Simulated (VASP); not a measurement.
Crystal: Mg.

```
CELL_PARAMETERS angstrom
3.21028 0.00000 0.00000
-1.60514 2.78018 0.00000
0.00000 0.00000 10.31910
ATOMIC_POSITIONS crystal
Mg 0.00000 0.00000 0.00000
Mg 0.33333 0.66667 0.25000
Mg 0.00000 0.00000 0.50000
Mg 0.66667 0.33333 0.75000
```

```yaml
Program: VASP 6.6.1
Task: relaxation of cell and atoms
Functional: PBE
Dispersion: D3(BJ)
Potentials_or_basis: VASP PAW PBE potentials, release 64 (Mg)
Cutoff: 600 eV
k_mesh: 15 × 15 × 4
Occupations: gaussian, width 0.1 eV
Spin: no spin polarisation
```

At the start: pressure -2.1 GPa; volume 23.02 Å³/atom.

Where does the relaxation end?

Over 5 steps the energy falls by 9.0 meV/atom and the volume is 21.71 Å³/atom (-5.7 %); space group P6_3/mmc (No. 194, to 0.1 Å) before and after.

Step by step:
```tsv
step	energy change (eV)	largest force (eV/Å)	pressure (GPa)	volume (Å³)
1	0.0000	0.0000	-2.09	92.10
2	-0.0336	0.0000	-0.58	88.16
3	-0.0360	0.0000	-0.03	86.89
4	-0.0361	0.0000	0.02	86.79
5	-0.0361	0.0000	0.00	86.83
```

Final structure:
```xyz
4
Lattice="3.1477 0.0000 0.0000 -1.5738 2.7260 0.0000 0.0000 0.0000 10.1194" Properties=species:S:1:pos:R:3 pbc="T T T"
Mg    0.0000    0.0000   10.1194
Mg    0.0000    1.8173    2.5299
Mg    0.0000    0.0000    5.0597
Mg    1.5738    0.9087    7.5896
```
